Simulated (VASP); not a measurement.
A run of VASP 6.6.1 is set up as follows.

File INCAR:

```
SYSTEM = Pd
PREC = Accurate ; ENCUT = 520
EDIFF = 1E-6 ; ISMEAR = -1
SIGMA = 0.1 ; LREAL = .False.
LASPH = .True. ; NELM = 60
ALGO = Normal ; ISIF = 2
LWAVE = .False. ; LCHARG = .True.
GGA = PE ; LELF = .True.
LVHAR = .True. ; NBANDS = 28
```

File KPOINTS:

```
regular mesh
0
Gamma
  17 17 5
  0 0 0
```

Contents of POSCAR:

```
Pd
1.0
    2.7074085313      0.0000000000      0.0000000000
   -1.3537042657      2.3446845666      0.0000000000
    0.0000000000      0.0000000000      8.9232601153
Pd
4
Direct
    0.0000000000      0.0000000000      1.0000000000
    0.0000000000      1.0000000000      0.5000000000
    0.3333333333      0.6666666667      0.2500000000
    0.6666666667      0.3333333333      0.7500000000
```

Potentials or basis: VASP PAW PBE potentials, release 64 (Pd).

Launch:

```bash
$ cat potpaw_PBE.64/Pd/POTCAR > POTCAR
$ mpirun -np 1 vasp_std > vasp.out
```

(1) What does it give for the band gap on the k mesh?

(2) What does it give for the pressure?

## Answers

(1) zero (bands 20 and 21 overlap by 1.02 eV).

(2) 16.9 GPa.

Caveat: the cell stands under pressure.
